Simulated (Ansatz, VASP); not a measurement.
## Two plane-wave programs on Sr2SeO

Contents of INCAR:

```
SYSTEM = Sr2SeO
ALGO     = Normal         ! electronic algorithm
EDIFF    = 1E-6           ! SCF threshold, eV
ENCUT    = 520            ! plane-wave cutoff, eV
GGA      = PE             ! functional
ISIF     = 2              ! what is computed and relaxed
ISMEAR   = 0              ! smearing method
LASPH    = .TRUE.         ! aspherical terms in the spheres
LCHARG   = .TRUE.         ! write CHGCAR
LELF     = .TRUE.         ! ELF
LREAL    = .FALSE.        ! projectors in reciprocal space
LVHAR    = .TRUE.       
LWAVE    = .FALSE.        ! write WAVECAR
NBANDS   = 24             ! bands
NELM     = 80             ! most SCF steps
PREC     = Accurate       ! precision mode
SIGMA    = 0.01           ! smearing width, eV
```

Contents of KPOINTS:

```
k-points
0
G
  6 6 4
  0 0 0
```

The input POSCAR:

```
Sr2SeO
1.0
    4.2319635473      0.0000000000      0.0000000000
    0.0000000000      4.2319635473      0.0000000000
    0.0000000000      0.0000000000      5.9948537841
O Sr Se
1 2 1
Direct
    0.0000000000      0.0000000000      0.0000000000
    0.0000000000      0.0000000000      0.5000000000
    0.5000000000      0.5000000000      0.0000000000
    0.5000000000      0.5000000000      0.5000000000
```

Input for Ansatz:

```yaml
crystal:
  lattice:
    - [4.2319635473, 0.0, 0.0]
    - [0.0, 4.2319635473, 0.0]
    - [0.0, 0.0, 5.9948537841]
  atoms:
    - { symbol: O, position: [0.0, 0.0, 0.0] }
    - { symbol: Sr, position: [0.0, 0.0, 0.5] }
    - { symbol: Se, position: [0.5, 0.5, 0.5] }
    - { symbol: Sr, position: [0.5, 0.5, 0.0] }
kpoints:
  mp_grid: { grid: [6, 6, 4] }
hamiltonian:
  xc: pbe
scf:
  occupations: { method: fixed }
  n_extra_bands: 5
output:
  forces: true
  stress: true
  eigenvalues: true
```

Alike in both runs: task single point; functional PBE; k mesh 6 × 6 × 4; no spin polarisation.

|  | VASP | Ansatz |
| --- | --- | --- |
| version | VASP 6.6.1 | Ansatz 0.2.0 |
| potentials or method | VASP PAW PBE potentials, release 64 (O, Sr_sv, Se) | plane waves, PAW |
| plane-wave cutoff (eV) | 520 | 420 |
| occupations | gaussian, width 0.01 eV | fixed |
| valence electrons in the cell | 32 | 42 |

```tsv
	VASP	Ansatz	Ansatz less VASP
gap on the k mesh at the Fermi level (eV)	2.01	2.03	+0.020
pressure (GPa)	-2.5	-2.6	-0.17
```

VASP's potentials hold 32 valence electrons a cell and Ansatz's 42, so a difference there can come from the potentials and not from the codes.
